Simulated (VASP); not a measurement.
# Sb (Pm-3m) in VASP: a series of runs

The runs below take Sb through electric field gradients, with r2SCAN, PBEsol.

All numbers are computed with VASP 6.6.1; they aren't measurements. Logs are shortened: lines on timing, memory, paths and dates and some standing lists are left out, and cuts for length are marked.

## 1. The cell of the first run

It takes space group Pm-3m (No. 221, cubic). The conventional cell has a = 3.083 Å, b = 3.083 Å, c = 3.083 Å, α = 90.00°, β = 90.00°, γ = 90.00°. Within 4.1 Å of Sb (site symmetry m-3m) lie 6 Sb at 3.08 Å.

## 2. Electric field gradients, r2SCAN

File POSCAR:

```
Sb
1.0
    3.0833436100      0.0000000000      0.0000000000
    0.0000000000      3.0833436100      0.0000000000
    0.0000000000      0.0000000000      3.0833436100
Sb
1
Direct
    0.0000000000      0.0000000000      0.0000000000
```

File INCAR.step1:

```
SYSTEM = Sb
ALGO = Normal
EDIFF = 1E-4
ENCUT = 520
GGA = PE
ISMEAR = -1
LASPH = .TRUE.
LCHARG = .FALSE.
LREAL = .FALSE.
LWAVE = .TRUE.
NBANDS = 8
NELM = 100
PREC = Accurate
SIGMA = 0.05
```

File INCAR.step2:

```
SYSTEM = Sb
ALGO = Normal
EDIFF = 1E-8
ENCUT = 520
ISIF = 2
ISMEAR = -1
ISTART = 1
LASPH = .TRUE.
LCHARG = .FALSE.
LEFG = .TRUE.
LMIXTAU = .TRUE.
LREAL = .FALSE.
LWAVE = .FALSE.
METAGGA = R2SCAN
NBANDS = 8
NELM = 100
PREC = Accurate
SIGMA = 0.05
```

File KPOINTS:

```
k-points
0
G
  12 12 12
  0 0 0
```

Potentials or basis: VASP PAW PBE potentials, release 64 (Sb).

Run with:

```bash
$ cat potpaw_PBE.64/Sb/POTCAR > POTCAR
$ cp INCAR.step1 INCAR
$ mpirun -np 1 vasp_std > vasp.out
$ cp INCAR.step2 INCAR
$ mpirun -np 1 vasp_std > vasp.out
```

OUTCAR:

```text
SYSTEM = Sb
   EDIFF = 1E-8
   ENCUT = 520
   ISIF = 2
   ISMEAR = -1
   ISTART = 1
   LASPH = .TRUE.
   LREAL = .FALSE.
   METAGGA = R2SCAN
   NELM = 100
   PREC = Accurate

 ion  position               nearest neighbor table
   1  0.000  0.000  0.000-

  LATTYP: Found a simple cubic cell.
 ALAT       =     3.0833436100

  Lattice vectors:

 A1 = (   3.0833436100,   0.0000000000,   0.0000000000)
 A2 = (   0.0000000000,   3.0833436100,   0.0000000000)
 A3 = (   0.0000000000,   0.0000000000,   3.0833436100)

Analysis of symmetry for initial positions (statically):
=====================================================================
 Subroutine PRICEL returns:
 Original cell was already a primitive cell.

 Routine SETGRP: Setting up the symmetry group for a
 simple cubic supercell.

 Subroutine GETGRP returns: Found 48 space group operations
 (whereof 48 operations were pure point group operations)
 out of a pool of 48 trial point group operations.

The static configuration has the point symmetry O_h .

Analysis of symmetry for dynamics (positions and initial velocities):
=====================================================================
 Subroutine PRICEL returns:
 Original cell was already a primitive cell.

 Routine SETGRP: Setting up the symmetry group for a
 simple cubic supercell.

 Subroutine GETGRP returns: Found 48 space group operations
 (whereof 48 operations were pure point group operations)
 out of a pool of 48 trial point group operations.

The dynamic configuration has the point symmetry O_h .

 Subroutine INISYM returns: Found 48 space group operations
 (whereof 48 operations are pure point group operations),
 and found     1 'primitive' translations

----------------------------------------------------------------------------------------

                                     Primitive cell

  volume of cell :      29.3134

  direct lattice vectors                    reciprocal lattice vectors
     3.083343610  0.000000000  0.000000000     0.324323243  0.000000000  0.000000000
     0.000000000  3.083343610  0.000000000     0.000000000  0.324323243  0.000000000
     0.000000000  0.000000000  3.083343610     0.000000000  0.000000000  0.324323243

  length of vectors
     3.083343610  3.083343610  3.083343610     0.324323243  0.324323243  0.324323243

  position of ions in fractional coordinates (direct lattice)
     0.000000000  0.000000000  0.000000000

  ion indices of the primitive-cell ions
   primitive index   ion index
                 1           1

----------------------------------------------------------------------------------------

 KPOINTS: k-points

Automatic generation of k-mesh.
 Grid dimensions read from file:
 generate k-points for:   12   12   12

 Generating k-lattice:

  Cartesian coordinates                     Fractional coordinates (reciprocal lattice)
     0.027026937  0.000000000  0.000000000     0.083333333  0.000000000  0.000000000
     0.000000000  0.027026937  0.000000000     0.000000000  0.083333333  0.000000000
     0.000000000  0.000000000  0.027026937     0.000000000  0.000000000  0.083333333

  Length of vectors
     0.027026937  0.027026937  0.027026937

  Shift w.r.t. Gamma in fractional coordinates (k-lattice)
     0.000000000  0.000000000  0.000000000

 Subroutine IBZKPT returns following result:
 ===========================================

 Found     84 irreducible k-points:

 Following reciprocal coordinates:
            Coordinates               Weight
  0.000000  0.000000  0.000000      1.000000
  0.083333  0.000000  0.000000      6.000000
  0.166667  0.000000  0.000000      6.000000
  0.250000  0.000000  0.000000      6.000000
  0.333333  0.000000  0.000000      6.000000
  0.416667  0.000000  0.000000      6.000000
[... 16 lines left out ...]
  0.333333  0.333333  0.000000     12.000000
  0.416667  0.333333  0.000000     24.000000
 [... further k-points ...]
   k-points           NKPTS =     84   k-points in BZ     NKDIM =     84   number of bands    NBANDS=      8
   number of dos      NEDOS =    301   number of ions     NIONS =      1
   total plane-waves  NPLWV =  13824
   dimension x,y,z NGX =    24 NGY =   24 NGZ =   24
   dimension x,y,z NGXF=    48 NGYF=   48 NGZF=   48
   ions per type =               1
   NGX,Y,Z   is equivalent  to a cutoff of  12.94, 12.94, 12.94 a.u.
   NGXF,Y,Z  is equivalent  to a cutoff of  25.88, 25.88, 25.88 a.u.
 SYSTEM =  Sb
   PREC   = accura    normal or accurate (medium, high low for compatibility)
   ISTART =      1    job   : 0-new  1-cont  2-samecut
   ICHARG =      0    charge: 1-file 2-atom 10-const
   ISPIN  =      1    spin polarized calculation?
   LNONCOLLINEAR =      F non collinear calculations
   LSORBIT =      F    spin-orbit coupling
   LASPH  =      T    aspherical Exc in radial PAW
   ENCUT  =  520.0 eV  38.22 Ry    6.18 a.u.   5.73  5.73  5.73*2*pi/ulx,y,z
   NELM   =    100;   NELMIN=  2; NELMDL=  0     # of ELM steps
   EDIFF  = 0.1E-07   stopping-criterion for ELM
   LREAL  =      F    real-space projection
   EDIFFG = 0.1E-06   stopping-criterion for IOM
   NSW    =      0    number of steps for IOM
   IBRION =     -1    ionic relax: 0-MD 1-quasi-New 2-CG
   NFREE  =      0    steps in history (QN), initial steepest desc. (CG)
   ISIF   =      2    stress and relaxation
   ISYM   =      2    0-nonsym 1-usesym 2-fastsym
   POTIM  = 0.5000    time-step for ionic-motion
   TEBEG  =    0.0;   TEEND  =   0.0 temperature during run
   PSTRESS=    0.0 pullay stress
   NELECT =       5.0000    total number of electrons
   NUPDOWN=      -1.0000    fix difference up-down
   EMIN   =  10.00;   EMAX   =-10.00  energy-range for DOS
   EFERMI =   0.00;   METHOD = LEGACY
   ISMEAR =    -1;   SIGMA  =   0.05  broadening in eV -4-tet -1-fermi 0-gaus
   EFERMI_NEDOS =   21; number of points for ismear=-14 and -15
   IALGO  =     38    algorithm
   IMIX   =      4    mixing-type and parameters
     AMIX     =   0.40;   BMIX     =  1.00
     AMIX_MAG =   1.60;   BMIX_MAG =  1.00
  volume/ion in A,a.u.               =      29.31       197.82
  Fermi-wavevector in a.u.,A,eV,Ry     =   0.907910  1.715702 11.215296  0.824301
  Thomas-Fermi vector in A             =   2.031774
   LORBIT       =      0    0 simple, 1 ext, 2 COOP (PROOUT), +10 PAW based schemes
   METAGGA = R2SCAN    functional components
   LHFCALC =     F    Hartree Fock is set to
   AEXX    =    0.0000 exact exchange contribution
   IVDW    =     0    specifies the selected vdW correction
   LEPSILON=     F    determine dielectric tensor
   LRPA    =     F    only Hartree local field effects (RPA)
 non-spin polarized calculation
  energy-cutoff  :      520.00
  volume of cell :       29.31
 maximum number of plane-waves:       840
 NGX is ok and might be reduce to    24
   NGX = 11   NGY = 11   NGZ = 11

 number of electron       4.9999999 magnetization

 Free energy of the ion-electron system (eV)
  ---------------------------------------------------
  ext. energy  EPLUGINS =         0.00000000
  ---------------------------------------------------
  free energy    TOTEN  =       -25.62635378 eV

  energy without entropy =      -25.62039515  energy(sigma->0) =      -25.62337447

 E-fermi :   7.4050     XC(G=0): -10.1901

 val. band max:        7.4026957453   @ k =   0.1667   0.0833   0.0000
 cond. band min:       7.4358689757   @ k =   0.4167   0.3333   0.3333
 fundamental gap:      0.0331732304
 Fermi energy:         7.4049905300

 k-point     1 :       0.0000    0.0000    0.0000
  band No.  band energies     occupation
      1      -5.8365      2.00000
      2      10.7682      0.00000
      3      10.7682      0.00000
      4      10.7682      0.00000
      5      14.5425      0.00000
      6      14.5425      0.00000
      7      16.5415      0.00000
      8      25.8299      0.00000

 k-point     2 :       0.0833    0.0000    0.0000
  band No.  band energies     occupation
      1      -5.7283      2.00000
      2       9.4777      0.00000
      3      10.8758      0.00000
      4      10.8758      0.00000
      5      14.6263      0.00000
      6      15.3806      0.00000
      7      17.2204      0.00000
      8      24.9494      0.00000

 k-point     3 :       0.1667    0.0000    0.0000
  band No.  band energies     occupation
      1      -5.4074      2.00000
      2       7.3048      1.76222
      3      11.1879      0.00000
      4      11.1879      0.00000
      5      14.8753      0.00000
      6      16.0415      0.00000
      7      19.3852      0.00000
      8      23.4782      0.00000
[... 210 lines left out ...]
 k-point    23 :       0.3333    0.3333    0.0000
  band No.  band energies     occupation
      1      -2.5786      2.00000
      2       4.4759      2.00000
      3       5.0824      2.00000
      4      12.8568      0.00000
      5      13.7440      0.00000
      6      18.0838      0.00000
      7      21.7770      0.00000
      8      21.8653      0.00000

 k-point    24 :       0.4167    0.3333    0.0000
  band No.  band energies     occupation
      1      -1.8677      2.00000
      2       3.2884      2.00000
      3       5.3574      2.00000
      4      11.6988      0.00000
      5      14.2681      0.00000
      6      18.8324      0.00000
      7      20.8820      0.00000
      8      21.3569      0.00000

 [... further k-points ...]
[... 5 lines left out ...]
  --------------------------------------------------------------------------------------
  -------------------------------------------------------------------------------------
  Total        0.0404642      0.0404642      0.0404642     -0.0000000     -0.0000000      0.0000000
  in kB        2.2116442      2.2116442      2.2116442     -0.0000000     -0.0000000      0.0000000
  external PRESSURE =       2.2116442 kB  Pullay stress =       0.0000000 kB

 VOLUME and BASIS-vectors are now :
 -----------------------------------------------------------------------------
  energy-cutoff  :      520.00
  volume of cell :       29.31
      direct lattice vectors                 reciprocal lattice vectors
     3.083343610  0.000000000  0.000000000     0.324323243  0.000000000  0.000000000
     0.000000000  3.083343610  0.000000000     0.000000000  0.324323243  0.000000000
     0.000000000  0.000000000  3.083343610     0.000000000  0.000000000  0.324323243

 POSITION                                       TOTAL-FORCE (eV/Angst)
 -----------------------------------------------------------------------------------
      0.00000      0.00000      0.00000         0.000000      0.000000      0.000000
 -----------------------------------------------------------------------------------
    total drift:                                0.000000     -0.000000      0.000000

  FREE ENERGIE OF THE ION-ELECTRON SYSTEM (eV)
  ---------------------------------------------------
  free  energy   TOTEN  =       -25.6263537778 eV

  energy  without entropy=      -25.6203951542  energy(sigma->0) =      -25.62337447

 Electric field gradients (V/A^2)
---------------------------------------------------------------------
 ion       V_xx      V_yy      V_zz      V_xy      V_xz      V_yz
---------------------------------------------------------------------
   1      -0.000    -0.000     0.000    -0.000     0.000     0.000
---------------------------------------------------------------------

 Electric field gradients after diagonalization (V/A^2)
 (convention: |V_zz| > |V_xx| > |V_yy|)
----------------------------------------------------------------------
 ion       V_xx      V_yy      V_zz     asymmetry (V_yy - V_xx)/ V_zz
----------------------------------------------------------------------
   1       0.000    -0.000    -0.000       1.049
----------------------------------------------------------------------

           NMR quadrupolar parameters

 Cq : quadrupolar parameter    Cq=e*Q*V_zz/h
 eta: asymmetry parameters     (V_yy - V_xx)/ V_zz
 Q  : nuclear electric quadrupole moment in mb (millibarn)
----------------------------------------------------------------------
 ion       Cq(MHz)       eta       Q (mb)
----------------------------------------------------------------------
   1      -0.000       1.049       1.000
----------------------------------------------------------------------
```

It took 20 s on 1 thread of Intel Xeon 6975P-C (Granite Rapids), shared host; peak memory 0.15 GiB.

What came out:

```
Free energy : -25.6264 eV
Pressure    : 0.2 GPa
```

Caveat: without QUAD_EFG the Cq values of the log hold for a quadrupole moment of 1 mb, not for the nuclei; the PAW data sets were made with another functional, which shifts forces and pressure a little; spin-orbit coupling is left out, which moves the levels of the heavy elements.

## 3. Electric field gradients, PBEsol, non-collinear spin, zero start, spin-orbit coupling

File INCAR:

```
ALGO = Normal
EDIFF = 1E-8
ENCUT = 520
GGA = PS
GGA_COMPAT = False
ISIF = 2
ISMEAR = -1
LASPH = True
LCHARG = False
LEFG = True
LORBIT = 11
LORBMOM = True
LREAL = False
LSORBIT = True
LWAVE = False
MAGMOM = 0 0 0
NBANDS = 16
NELM = 150
PREC = Accurate
SIGMA = 0.05
```

File KPOINTS:

```
k-points
0
Gamma
  12 12 12
```

POSCAR is that of step 2.

Potentials or basis: VASP PAW PBE potentials, release 64 (Sb).

Run with:

```bash
$ cat potpaw_PBE.64/Sb/POTCAR > POTCAR
$ mpirun -np 1 vasp_ncl > vasp.out
```

OUTCAR:

```text
EDIFF = 1E-8
   ENCUT = 520
   GGA = PS
   ISIF = 2
   ISMEAR = -1
   LASPH = True
   LORBIT = 11
   LREAL = False
   LSORBIT = True
   NELM = 150
   PREC = Accurate

 ion  position               nearest neighbor table
   1  0.000  0.000  0.000-

  LATTYP: Found a simple cubic cell.
 ALAT       =     3.0833436100

  Lattice vectors:

 A1 = (   3.0833436100,   0.0000000000,   0.0000000000)
 A2 = (   0.0000000000,   3.0833436100,   0.0000000000)
 A3 = (   0.0000000000,   0.0000000000,   3.0833436100)

Analysis of symmetry for initial positions (statically):
=====================================================================
 Subroutine PRICEL returns:
[... 726 lines left out ...]
  1         0.000  -0.000  -0.000
 ----------------------------------------
            0.000  -0.000  -0.000

 Spin-Orbit-Coupling matrix elements

 Ion:    1  E_soc:     -0.1329454
 l=   1
     0.0000000    -0.0220234    -0.0220234
    -0.0220234     0.0000000    -0.0220234
    -0.0220234    -0.0220234     0.0000000
 l=   2
     0.0000000    -0.0000169     0.0000000    -0.0000169    -0.0001173
    -0.0000169     0.0000000    -0.0000880    -0.0000169    -0.0000293
     0.0000000    -0.0000880     0.0000000    -0.0000880     0.0000000
    -0.0000169    -0.0000169    -0.0000880     0.0000000    -0.0000293
    -0.0001173    -0.0000293     0.0000000    -0.0000293     0.0000000
 l=   3
     0.0000000     0.0000000     0.0000000     0.0000000     0.0000000     0.0000000     0.0000000
     0.0000000     0.0000000     0.0000000     0.0000000     0.0000000     0.0000000     0.0000000
     0.0000000     0.0000000     0.0000000     0.0000000     0.0000000     0.0000000     0.0000000
     0.0000000     0.0000000     0.0000000     0.0000000     0.0000000     0.0000000     0.0000000
     0.0000000     0.0000000     0.0000000     0.0000000     0.0000000     0.0000000     0.0000000
     0.0000000     0.0000000     0.0000000     0.0000000     0.0000000     0.0000000     0.0000000
     0.0000000     0.0000000     0.0000000     0.0000000     0.0000000     0.0000000     0.0000000

 total charge

# of ion       s       p       d       tot
------------------------------------------
    1        1.214   1.126   0.038   2.377

 magnetization (x)

# of ion       s       p       d       tot
------------------------------------------
    1        0.000   0.000  -0.000   0.000

 magnetization (y)

# of ion       s       p       d       tot
------------------------------------------
    1       -0.000   0.000  -0.000  -0.000

 magnetization (z)

# of ion       s       p       d       tot
------------------------------------------
    1       -0.000   0.000   0.000  -0.000
```

It took 22 s on 1 thread of Intel Xeon 6975P-C (Granite Rapids), shared host; peak memory 0.22 GiB.

What came out:

```
Free energy                                           : -4.5853 eV
Pressure                                              : -1.1 GPa
Net moment                                            : 0.00 μB per cell
Valence electrons inside the program's atomic spheres : Sb 2.38
```

Moments on the atoms (μB; x, y, z):
```
Sb  0.00 0.00 0.00
```

Caveat: without QUAD_EFG the Cq values of the log hold for a quadrupole moment of 1 mb, not for the nuclei; the PAW data sets were made with another functional, which shifts forces and pressure a little.

(Part 1 of 2 ends here.)
